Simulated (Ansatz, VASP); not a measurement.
**Two plane-wave programs on PbO**

File INCAR:

```
ALGO = Normal
EDIFF = 1E-7
ENCUT = 520
GGA = PS
ISIF = 2
ISMEAR = 0
LASPH = T
LCHARG = T
LELF = T
LREAL = F
LVHAR = T
LWAVE = F
NBANDS = 28
NELM = 60
PREC = Accurate
SIGMA = 0.02
```

KPOINTS

```
k-points
0
Gamma
  8 8 6
```

File POSCAR:

```
PbO
1.0
    4.0850472960      0.0000000000      0.0000000000
    0.0000000000      4.0850472960      0.0000000000
    0.0000000000      0.0000000000      5.2371424800
Pb O
2 2
Direct
    0.0000000000      0.5000000000      0.2773405485
    0.5000000000      0.0000000000      0.7226594515
    0.0000000000      0.0000000000      0.0000000000
    0.5000000000      0.5000000000      0.0000000000
```

Input for Ansatz:

```yaml
crystal:
  lattice:
    - [4.085047296, 0.0, 0.0]
    - [0.0, 4.085047296, 0.0]
    - [0.0, 0.0, 5.23714248]
  atoms:
    - { symbol: Pb, position: [0.0, 0.5, 0.2773405485] }
    - { symbol: Pb, position: [0.5, 0.0, 0.7226594515] }
    - { symbol: O, position: [0.0, 0.0, 0.0] }
    - { symbol: O, position: [0.5, 0.5, 0.0] }
basis:
  ecutwfc: 420
kpoints:
  mp_grid: { grid: [8, 8, 6] }
hamiltonian:
  xc: pbesol
scf:
  occupations: { method: gaussian, width: 0.02 }
output:
  forces: true
  stress: true
  eigenvalues: true
```

Alike in both runs: task single point; functional PBEsol; k mesh 8 × 8 × 6; occupations gaussian, width 0.02 eV; no spin polarisation.

```csv
,VASP,Ansatz
version,VASP 6.6.1,Ansatz 0.2.0
potentials or method,"VASP PAW PBE potentials, release 64 (Pb_d, O), cutoff 520 eV","scalar-relativistic, plane waves, PAW"
valence electrons in the cell,40,40
```

```tsv
	VASP	Ansatz	Ansatz less VASP
gap on the k mesh at the Fermi level (eV)	0.17	0.17	+0.005
least direct gap on the mesh (eV)	0.17	0.17	+0.005
pressure (GPa)	-12.3	-12.3	+0.02
traceless stress, the component that is largest in VASP (GPa)	-6.44	-6.44	+0.009
rms of the force components (eV/Å)	1.464	1.470	+0.0067
```

VASP's potentials were made for PBE, not for PBEsol. Atom by atom the forces differ by 0.007 eV/Å (rms over components). The functional is the same, so the differences come from potentials, cutoffs and numerics.

Neither program's run includes spin-orbit coupling.
